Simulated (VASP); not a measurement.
TiAl3, 12 atoms in the cell. The structure is monoclinic, space group Cm (No. 8). Conventional cell: a = 5.584 Å, b = 5.584 Å, c = 11.854 Å, α = 90.00°, β = 92.25°, γ = 90.00°. Ti (site symmetry m) has 12 Al at 2.59 to 3.05 Å within 3.4 Å. Within 3.7 Å of Ti (site symmetry m) lie 12 Al at 2.79 Å. Within 3.7 Å of Ti (site symmetry m) lie 12 Al at 2.79 Å. Within 3.4 Å of Al (site symmetry 1) lie 4 Ti at 2.59 to 3.05 Å and 8 Al at 2.59 to 3.05 Å. Within 3.7 Å of Al (site symmetry 1) lie 8 Al at 2.79 Å and 4 Ti at 2.79 Å. Within 3.7 Å of Al (site symmetry 1) lie 4 Ti at 2.79 Å and 8 Al at 2.79 Å. Al (site symmetry m) has 4 Ti at 2.79 Å and 8 Al at 2.79 Å within 3.7 Å. Within 3.4 Å of Al (site symmetry m) lie 8 Al at 2.59 to 3.05 Å and 4 Ti at 2.79 Å.  This cell differs from its parent crystal: the part above a cut slid along it.

| Item | Value |
| --- | --- |
| Program | VASP 6.6.1 |
| Task | single point |
| Functional | PBEsol |
| Potentials or basis | VASP PAW PBE potentials, release 64 (Ti_sv, Al) |
| Cutoff | 500 eV |
| k mesh | 12 × 12 × 4 |
| Occupations | gaussian, width 0.15 eV |
| Spin | no spin polarisation |
| Dipole correction | no |
| Further INCAR settings | ALGO = Normal; EDIFF = 1e-06; NBANDS = 44 |

Potentials or basis: VASP PAW PBE potentials, release 64 (Ti_sv, Al).

Launch:

```console
$ cat potpaw_PBE.64/Ti_sv/POTCAR potpaw_PBE.64/Al/POTCAR > POTCAR
$ mpirun -np 1 vasp_std > vasp.out
```

Hardware: 1 thread of Oxide Virtual Turin-like Processor, on a shared host.

Problem. How long does it take, and how much memory?

Solution. Run time: 37 min on 1 thread of Oxide Virtual Turin-like Processor (shared host), peak memory 0.9 GiB. Counts: scf iterations 18, k points 164.
